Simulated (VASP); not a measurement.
Input of a VASP 6.6.1 run:

Contents of INCAR:

```
SYSTEM = Cr
PREC = Accurate
ENCUT = 520
EDIFF = 1E-6
ISMEAR = -1
SIGMA = 0.1
LREAL = .FALSE.
LASPH = .TRUE.
NELM = 80
ALGO = Normal
ISIF = 2
LWAVE = .FALSE.
LCHARG = .TRUE.
GGA = PE
LELF = .TRUE.
LVHAR = .TRUE.
NBANDS = 25
```

File KPOINTS:

```
regular mesh
0
G
  10 10 15
  0 0 0
```

Contents of POSCAR:

```
Cr
1.0
    4.3967075563      0.0000000000      0.0000000000
   -2.1983537782      3.8076604368      0.0000000000
    0.0000000000      0.0000000000      2.3786056623
Cr
3
Direct
    1.0000000000      0.0000000000      0.0000000000
    0.3333333333      0.6666666667      0.5000000000
    0.6666666667      0.3333333333      0.5000000000
```

Potentials or basis: VASP PAW PBE potentials, release 64 (Cr_pv).

Launch:

```console
$ cat potpaw_PBE.64/Cr_pv/POTCAR > POTCAR
$ mpirun -np 1 vasp_std > vasp.out
```

Q: Predict the pressure.

A: -21.2 GPa.

Q: What does it give for the band gap on the k mesh?

A: Zero (bands 18 and 19 overlap by 0.53 eV).

Stress tensor (GPa, compression positive):
```
-20.81   0.00   0.00
  0.00 -20.81   0.00
  0.00   0.00 -22.00
```

Caveat: the cell stands under tension; the run has no spin polarisation, though such a crystal can be magnetic. Spin polarisation is off, so any magnetic state and its effect on volume and gap are missing.
